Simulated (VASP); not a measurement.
# Ca (I4/mmm) in VASP: single point with r2SCAN

Aim: the single point of Ca with r2SCAN.

Everything below comes from runs of VASP 6.6.1. Logs are shortened: lines on timing, memory, paths and dates and some standing lists are left out, and cuts for length are marked.

### Step 1. The cell of the first run

Symmetry: I4/mmm, No. 139, tetragonal system. The conventional cell has a = 4.256 Å, b = 4.256 Å, c = 4.480 Å, α = 90.00°, β = 90.00°, γ = 90.00°. Within 4.9 Å of Ca (site symmetry 4/mmm) lie 14 Ca at 3.75 to 4.48 Å.

### Step 2. Single point, r2SCAN (strain -0.050 along x and y, +0.000 along z)

POSCAR

```
Ca
1.0
   -2.1280000000      2.1280000000      2.2400000000
    2.1280000000     -2.1280000000      2.2400000000
    2.1280000000      2.1280000000     -2.2400000000
Ca
1
Direct
    0.0000000000      0.0000000000      0.0000000000
```

INCAR.step1

```
SYSTEM = Ca
ALGO = Normal
EDIFF = 1E-5
ENCUT = 550
GGA = PE
GGA_COMPAT = .False.
ISMEAR = 0
LASPH = .True.
LCHARG = .False.
LREAL = .False.
LWAVE = .True.
NBANDS = 11
NELM = 120
PREC = Accurate
SIGMA = 0.15
```

INCAR.step2

```
SYSTEM = Ca
ALGO = Normal
EDIFF = 1E-6
ENCUT = 550
GGA_COMPAT = .False.
ISIF = 2
ISMEAR = 0
ISTART = 1
LASPH = .True.
LCHARG = .False.
LMIXTAU = .True.
LREAL = .False.
LWAVE = .False.
METAGGA = R2SCAN
NBANDS = 11
NELM = 120
PREC = Accurate
SIGMA = 0.15
```

KPOINTS

```
k-points
0
Gamma
  16 16 16
  0 0 0
```

Potentials or basis: VASP PAW PBE potentials, release 64 (Ca_sv).

The run is started by

```console
$ cat potpaw_PBE.64/Ca_sv/POTCAR > POTCAR
$ cp INCAR.step1 INCAR
$ mpirun -np 1 vasp_std > vasp.out
$ cp INCAR.step2 INCAR
$ mpirun -np 1 vasp_std > vasp.out
```

OUTCAR:

```text
SYSTEM = Ca
   EDIFF = 1E-6
   ENCUT = 550
   ISIF = 2
   ISMEAR = 0
   ISTART = 1
   LASPH = .True.
   LREAL = .False.
   METAGGA = R2SCAN
   NELM = 120
   PREC = Accurate

 ion  position               nearest neighbor table
   1  0.000  0.000  0.000-

  LATTYP: Found a body centered tetragonal cell.
 ALAT       =     4.2560000000
 C/A-ratio  =     1.0526315789

  Lattice vectors:

 A1 = (  -2.1280000000,   2.1280000000,   2.2400000000)
 A2 = (   2.1280000000,  -2.1280000000,   2.2400000000)
 A3 = (   2.1280000000,   2.1280000000,  -2.2400000000)

Analysis of symmetry for initial positions (statically):
=====================================================================
 Subroutine PRICEL returns:
 Original cell was already a primitive cell.

 Routine SETGRP: Setting up the symmetry group for a
 body centered tetragonal supercell.

 Subroutine GETGRP returns: Found 16 space group operations
 (whereof 16 operations were pure point group operations)
 out of a pool of 16 trial point group operations.

The static configuration has the point symmetry D_4h.

Analysis of symmetry for dynamics (positions and initial velocities):
=====================================================================
 Subroutine PRICEL returns:
 Original cell was already a primitive cell.

 Routine SETGRP: Setting up the symmetry group for a
 body centered tetragonal supercell.

 Subroutine GETGRP returns: Found 16 space group operations
 (whereof 16 operations were pure point group operations)
 out of a pool of 16 trial point group operations.

The dynamic configuration has the point symmetry D_4h.

 Subroutine INISYM returns: Found 16 space group operations
 (whereof 16 operations are pure point group operations),
 and found     1 'primitive' translations

----------------------------------------------------------------------------------------

                                     Primitive cell

  volume of cell :      40.5743

  direct lattice vectors                    reciprocal lattice vectors
    -2.128000000  2.128000000  2.240000000     0.000000000  0.234962406  0.223214286
     2.128000000 -2.128000000  2.240000000     0.234962406  0.000000000  0.223214286
     2.128000000  2.128000000 -2.240000000     0.234962406  0.234962406  0.000000000

  length of vectors
     3.751582066  3.751582066  3.751582066     0.324086330  0.324086330  0.332287021

  position of ions in fractional coordinates (direct lattice)
     0.000000000  0.000000000  0.000000000

  ion indices of the primitive-cell ions
   primitive index   ion index
                 1           1

----------------------------------------------------------------------------------------

 KPOINTS: k-points

Automatic generation of k-mesh.
 Grid dimensions read from file:
 generate k-points for:   16   16   16

 Generating k-lattice:

  Cartesian coordinates                     Fractional coordinates (reciprocal lattice)
     0.000000000  0.014685150  0.013950893     0.062500000  0.000000000 -0.000000000
     0.014685150  0.000000000  0.013950893     0.000000000  0.062500000 -0.000000000
     0.014685150  0.014685150  0.000000000     0.000000000  0.000000000  0.062500000

  Length of vectors
     0.020255396  0.020255396  0.020767939

  Shift w.r.t. Gamma in fractional coordinates (k-lattice)
     0.000000000  0.000000000  0.000000000

 Subroutine IBZKPT returns following result:
 ===========================================

 Found    349 irreducible k-points:

 Following reciprocal coordinates:
            Coordinates               Weight
  0.000000  0.000000  0.000000      1.000000
  0.062500  0.000000  0.000000      8.000000
  0.125000  0.000000  0.000000      8.000000
  0.187500  0.000000 -0.000000      8.000000
  0.250000  0.000000  0.000000      8.000000
  0.312500  0.000000  0.000000      8.000000
[... 16 lines left out ...]
 -0.125000  0.062500  0.000000     16.000000
 -0.062500  0.062500  0.000000      4.000000
 [... further k-points ...]
   k-points           NKPTS =    349   k-points in BZ     NKDIM =    349   number of bands    NBANDS=     11
   number of dos      NEDOS =    301   number of ions     NIONS =      1
   total plane-waves  NPLWV =  27000
   dimension x,y,z NGX =    30 NGY =   30 NGZ =   30
   dimension x,y,z NGXF=    60 NGYF=   60 NGZF=   60
   ions per type =               1
   NGX,Y,Z   is equivalent  to a cutoff of  13.29, 13.29, 13.29 a.u.
   NGXF,Y,Z  is equivalent  to a cutoff of  26.59, 26.59, 26.59 a.u.
 SYSTEM =  Ca
   PREC   = accura    normal or accurate (medium, high low for compatibility)
   ISTART =      1    job   : 0-new  1-cont  2-samecut
   ICHARG =      0    charge: 1-file 2-atom 10-const
   ISPIN  =      1    spin polarized calculation?
   LNONCOLLINEAR =      F non collinear calculations
   LSORBIT =      F    spin-orbit coupling
   LASPH  =      T    aspherical Exc in radial PAW
   ENCUT  =  550.0 eV  40.42 Ry    6.36 a.u.   7.17  7.17  7.17*2*pi/ulx,y,z
   NELM   =    120;   NELMIN=  2; NELMDL=  0     # of ELM steps
   EDIFF  = 0.1E-05   stopping-criterion for ELM
   LREAL  =      F    real-space projection
   EDIFFG = 0.1E-04   stopping-criterion for IOM
   NSW    =      0    number of steps for IOM
   IBRION =     -1    ionic relax: 0-MD 1-quasi-New 2-CG
   NFREE  =      0    steps in history (QN), initial steepest desc. (CG)
   ISIF   =      2    stress and relaxation
   ISYM   =      2    0-nonsym 1-usesym 2-fastsym
   POTIM  = 0.5000    time-step for ionic-motion
   TEBEG  =    0.0;   TEEND  =   0.0 temperature during run
   PSTRESS=    0.0 pullay stress
   NELECT =      10.0000    total number of electrons
   NUPDOWN=      -1.0000    fix difference up-down
   EMIN   =  10.00;   EMAX   =-10.00  energy-range for DOS
   EFERMI =   0.00;   METHOD = LEGACY
   ISMEAR =     0;   SIGMA  =   0.15  broadening in eV -4-tet -1-fermi 0-gaus
   EFERMI_NEDOS =   21; number of points for ismear=-14 and -15
   IALGO  =     38    algorithm
   IMIX   =      4    mixing-type and parameters
     AMIX     =   0.40;   BMIX     =  1.00
     AMIX_MAG =   1.60;   BMIX_MAG =  1.00
  volume/ion in A,a.u.               =      40.57       273.81
  Fermi-wavevector in a.u.,A,eV,Ry     =   1.026418  1.939649 14.334209  1.053535
  Thomas-Fermi vector in A             =   2.160310
   LORBIT       =      0    0 simple, 1 ext, 2 COOP (PROOUT), +10 PAW based schemes
   METAGGA = R2SCAN    functional components
   LHFCALC =     F    Hartree Fock is set to
   AEXX    =    0.0000 exact exchange contribution
   IVDW    =     0    specifies the selected vdW correction
   LEPSILON=     F    determine dielectric tensor
   LRPA    =     F    only Hartree local field effects (RPA)
 non-spin polarized calculation
 Gauss-broadening in eV      SIGMA  =   0.15
  energy-cutoff  :      550.00
  volume of cell :       40.57
 maximum number of plane-waves:      1216
 NGX is ok and might be reduce to    30
   NGX = 15   NGY = 15   NGZ = 15

 number of electron      10.0000000 magnetization

 Free energy of the ion-electron system (eV)
  ---------------------------------------------------
  ext. energy  EPLUGINS =         0.00000000
  ---------------------------------------------------
  free energy    TOTEN  =        -7.01363942 eV

  energy without entropy =       -6.99818194  energy(sigma->0) =       -7.00591068

 E-fermi :   2.2078     XC(G=0):  -8.3469

 val. band max:        2.2028470778   @ k =  -0.3125  -0.3750   0.0625
 cond. band min:       2.2090578480   @ k =   0.5000   0.5000   0.5000
 fundamental gap:      0.0062107702
 Fermi energy:         2.2077911743

 k-point     1 :       0.0000    0.0000    0.0000
  band No.  band energies     occupation
      1     -41.5241      2.00000
      2     -21.5486      2.00000
      3     -21.5486      2.00000
      4     -21.5396      2.00000
      5      -2.1958      2.00000
      6       4.8611      0.00000
      7       4.8611      0.00000
      8       5.1038      0.00000
      9       5.9030      0.00000
     10       6.2101      0.00000
     11      12.8220      0.00000

 k-point     2 :       0.0625    0.0000    0.0000
  band No.  band energies     occupation
      1     -41.5234      2.00000
      2     -21.5531      2.00000
      3     -21.5506      2.00000
      4     -21.5417      2.00000
      5      -2.1195      2.00000
      6       4.8303      0.00000
      7       4.8596      0.00000
      8       5.1141      0.00000
      9       5.8570      0.00000
     10       6.1895      0.00000
     11      12.8291      0.00000

 k-point     3 :       0.1250    0.0000    0.0000
  band No.  band energies     occupation
      1     -41.5214      2.00000
      2     -21.5706      2.00000
      3     -21.5564      2.00000
      4     -21.5430      2.00000
      5      -1.8940      2.00000
      6       4.6977      0.00000
      7       4.7775      0.00000
      8       5.2325      0.00000
      9       5.7650      0.00000
     10       6.1573      0.00000
     11      12.6075      0.00000

 k-point     4 :       0.1875    0.0000   -0.0000
  band No.  band energies     occupation
      1     -41.5184      2.00000
      2     -21.5984      2.00000
      3     -21.5650      2.00000
      4     -21.5433      2.00000
      5      -1.5282      2.00000
      6       4.4024      0.00000
      7       4.6071      0.00000
      8       5.4900      0.00000
      9       5.7328      0.00000
     10       6.1443      0.00000
     11      11.8057      0.00000
[... 239 lines left out ...]
 k-point    22 :      -0.1875    0.0625    0.0000
  band No.  band energies     occupation
      1     -41.5194      2.00000
      2     -21.5890      2.00000
      3     -21.5592      2.00000
      4     -21.5456      2.00000
      5      -1.6614      2.00000
      6       4.5145      0.00000
      7       4.6910      0.00000
      8       5.3515      0.00000
      9       5.7588      0.00000
     10       6.1349      0.00000
     11      12.2593      0.00000

 k-point    23 :      -0.1250    0.0625    0.0000
  band No.  band energies     occupation
      1     -41.5220      2.00000
      2     -21.5668      2.00000
      3     -21.5516      2.00000
      4     -21.5445      2.00000
      5      -1.9608      2.00000
      6       4.7113      0.00000
      7       4.8778      0.00000
      8       5.1252      0.00000
      9       5.8578      0.00000
     10       6.1133      0.00000
     11      12.8804      0.00000

 k-point    24 :      -0.0625    0.0625    0.0000
  band No.  band energies     occupation
      1     -41.5234      2.00000
      2     -21.5552      2.00000
      3     -21.5488      2.00000
      4     -21.5419      2.00000
      5      -2.1156      2.00000
      6       4.8008      0.00000
      7       4.9200      0.00000
      8       5.0659      0.00000
      9       5.9100      0.00000
     10       6.1472      0.00000
     11      12.9276      0.00000

 [... further k-points ...]

------------------------ aborting loop because EDIFF is reached ----------------------------------------

  FORCE on cell =-STRESS in cart. coord.  units (eV):
  Direction    XX          YY          ZZ          XY          YZ          ZX
  --------------------------------------------------------------------------------------
  -------------------------------------------------------------------------------------
  Total        0.3140121      0.3140121      0.3564801      0.0000000      0.0000000      0.0000000
  in kB       12.3995422     12.3995422     14.0764986      0.0000000      0.0000000      0.0000000
  external PRESSURE =      12.9585277 kB  Pullay stress =       0.0000000 kB

 VOLUME and BASIS-vectors are now :
 -----------------------------------------------------------------------------
  energy-cutoff  :      550.00
  volume of cell :       40.57
      direct lattice vectors                 reciprocal lattice vectors
    -2.128000000  2.128000000  2.240000000     0.000000000  0.234962406  0.223214286
     2.128000000 -2.128000000  2.240000000     0.234962406  0.000000000  0.223214286
     2.128000000  2.128000000 -2.240000000     0.234962406  0.234962406  0.000000000

 POSITION                                       TOTAL-FORCE (eV/Angst)
 -----------------------------------------------------------------------------------
      0.00000      0.00000      0.00000        -0.000000     -0.000000      0.000000
 -----------------------------------------------------------------------------------
    total drift:                               -0.000000     -0.000000      0.000000

  FREE ENERGIE OF THE ION-ELECTRON SYSTEM (eV)
  ---------------------------------------------------
  free  energy   TOTEN  =        -7.0136394200 eV

  energy  without entropy=       -6.9981819392  energy(sigma->0) =       -7.00591068
```

Wall time 4.4 min (1 thread of Intel Xeon 6975P-C (Granite Rapids), shared host); peak memory 0.3 GiB.

What came out:

```
Free energy            : -7.0136 eV
Pressure               : 1.3 GPa
Band gap on the k mesh : zero (bands 5 and 6 overlap by 0.51 eV)
```

Stress tensor (GPa, compression positive):
```
1.24 0.00 0.00
0.00 1.24 0.00
0.00 0.00 1.41
```

Caveat: the cell differs from its parent crystal (strain -0.050 along x and y, +0.000 along z); the PAW data sets were made with another functional, which shifts forces and pressure a little.
